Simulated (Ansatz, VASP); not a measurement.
## One calculation of Mg, two programs

The input INCAR:

```
SYSTEM = Mg
PREC = Accurate ; ENCUT = 520
EDIFF = 1E-6 ; ISMEAR = 1
SIGMA = 1.0 ; LREAL = .False.
LASPH = .True. ; NELM = 60
ALGO = Normal ; ISIF = 2
LWAVE = .False. ; LCHARG = .False.
NBANDS = 9
```

KPOINTS

```
regular mesh
0
Gamma
  12 12 6
  0 0 0
```

The input POSCAR:

```
Mg
1.0
    3.1325008903      0.0000000000      0.0000000000
   -1.5662504451      2.7128253484      0.0000000000
    0.0000000000      0.0000000000      5.0848940941
Mg
2
Direct
    0.3333333333      0.6666666667      0.2500000000
    0.6666666667      0.3333333333      0.7500000000
```

Input for Ansatz:

```yaml
crystal:
  lattice:
    - [3.1325008903, 0.0, 0.0]
    - [-1.5662504451, 2.7128253484, 0.0]
    - [0.0, 0.0, 5.0848940941]
  atoms:
    - { symbol: Mg, position: [0.3333333333, 0.6666666667, 0.25] }
    - { symbol: Mg, position: [0.6666666667, 0.3333333333, 0.75] }
hamiltonian:
  xc: lda
  pseudopotentials:
    kind: paw
    azcp:
      Mg: "pseudopotentials/Mg.paw.azcp"
basis:
  ecutwfc: 420
  fft_grid_basis: typed
kpoints:
  mp_grid: { grid: [12, 12, 6], shift: [0, 0, 0] }
magnetization:
  spin_polarized: false
scf:
  occupations: { method: cold, width: 1.0 }
  lower_state_search: "off"
output:
  stress: true
```

Alike in both runs: task single point; functional LDA; k mesh 12 × 12 × 6; no spin polarisation.

|  | VASP | Ansatz |
| --- | --- | --- |
| version | VASP 6.6.1 | Ansatz 0.2.0 |
| potentials or method | VASP PAW LDA potentials, release 64 (Mg), cutoff 520 eV | plane waves (420 eV) with PAW, scalar-relativistic |
| occupations | methfessel-paxton of order 1, width 1 eV | cold, width 1 eV |
| valence electrons in the cell | 4 | 20 |

```csv
,VASP,Ansatz,Ansatz less VASP
pressure (GPa),-0.3,0.1,+0.36
"traceless stress, the component that is largest in VASP (GPa)",-0.13,-0.02,+0.108
```

Ansatz warns that its potentials were made for another functional, while VASP's fit it. LDA's correlation is that of Perdew and Zunger in VASP and of Perdew and Wang (1992) in Ansatz. VASP's potentials hold 4 valence electrons a cell and Ansatz's 20, so a difference there can come from the potentials and not from the codes.
